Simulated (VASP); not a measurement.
Ca:

```
Ca
1.0
    -2.26694    2.24255    2.17994
     2.21013   -2.27931    2.15980
     2.20549    2.21786   -2.21685
Ca
1
Direct
  0.53035 0.48778 0.00833
```

This cell differs from its parent crystal: the cell strained at random.

* Program: VASP 6.6.1
* Task: relaxation of cell and atoms
* Functional: PBE
* Potentials or basis: VASP PAW PBE potentials, release 64 (Ca_sv)
* Cutoff: 600 eV
* k mesh: 7 × 7 × 7
* Occupations: gaussian, width 0.05 eV
* Spin: no spin polarisation

At the start: pressure -0.2 GPa; volume 42.72 Å³/atom.

Question: Where does the relaxation end?

Answer: Over 12 steps the energy falls by 8.7 meV/atom and the volume is 42.18 Å³/atom (-1.3 %); space group C2/m (No. 12, to 0.1 Å) before, I4/mmm (No. 139, to 0.1 Å).

The path:
| step | energy change (eV) | largest force (eV/Å) | pressure (GPa) | volume (Å³) |
| --- | --- | --- | --- | --- |
| 1 | 0.0000 | 0.0000 | -0.17 | 42.72 |
| 2 | -0.0011 | 0.0000 | -0.05 | 42.44 |
| 3 | -0.0024 | 0.0000 | 0.18 | 41.86 |
| 4 | -0.0035 | 0.0000 | 0.16 | 41.88 |
| 5 | -0.0052 | 0.0000 | 0.11 | 41.95 |
| 6 | -0.0064 | 0.0000 | 0.04 | 42.09 |
| 7 | -0.0075 | 0.0000 | -0.07 | 42.33 |
| 8 | -0.0084 | 0.0000 | -0.03 | 42.24 |
| 9 | -0.0086 | 0.0000 | 0.00 | 42.16 |
| 10 | -0.0086 | 0.0000 | 0.01 | 42.16 |
| 11 | -0.0087 | 0.0000 | 0.00 | 42.17 |
| 12 | -0.0087 | 0.0000 | 0.00 | 42.18 |

Final structure:
```
Ca
1.0
    -2.24356    2.28065    2.06212
     2.24195   -2.28234    2.05942
     2.24369    2.28247   -2.06122
Ca
1
Direct
  0.53035 0.48778 0.00833
```

Caveat: the cell differs from its parent crystal (the cell strained at random).
